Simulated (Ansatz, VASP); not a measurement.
**Two plane-wave programs on TiAl**

```
CELL_PARAMETERS angstrom
3.17906 0.00000 0.00000
0.00000 3.17906 0.00000
0.00000 0.00000 3.17906
ATOMIC_POSITIONS crystal
Ti 0.00000 0.00000 0.96854
Al 0.50000 0.50000 0.50000
```

Change from the starting cell: all Ti atoms moved -0.100 Å, as atom 1 along Cartesian [0 0 1].

Alike in both runs: task single point; functional PBEsol; k mesh 16 × 16 × 16; occupations gaussian, width 0.15 eV; no spin polarisation.

|  | VASP | Ansatz |
| --- | --- | --- |
| version | VASP 6.6.1 | Ansatz 0.2.0 |
| potentials or method | VASP PAW PBE potentials, release 64 (Ti_sv, Al), cutoff 520 eV | scalar-relativistic, plane waves, PAW |
| valence electrons in the cell | 15 | 15 |

Ansatz gave:

* gap on the k mesh at the Fermi level (eV): none
* pressure (GPa): -2.0
* traceless stress, the component that is largest in VASP (GPa): -0.30
* rms of the force components (eV/Å): 0.356

Question: Which values does VASP return?

Answer: gap on the k mesh at the Fermi level (eV): none; pressure (GPa): -2.0; traceless stress, the component that is largest in VASP (GPa): -0.30; rms of the force components (eV/Å): 0.357.

VASP's potentials were made for PBE, not for PBEsol. Atom by atom the forces differ by 0.001 eV/Å (rms over components). A gap of «none» marks a metal or a gap that the smearing closes. With one functional, cell and mesh, what is left measures potentials, basis and numerics.
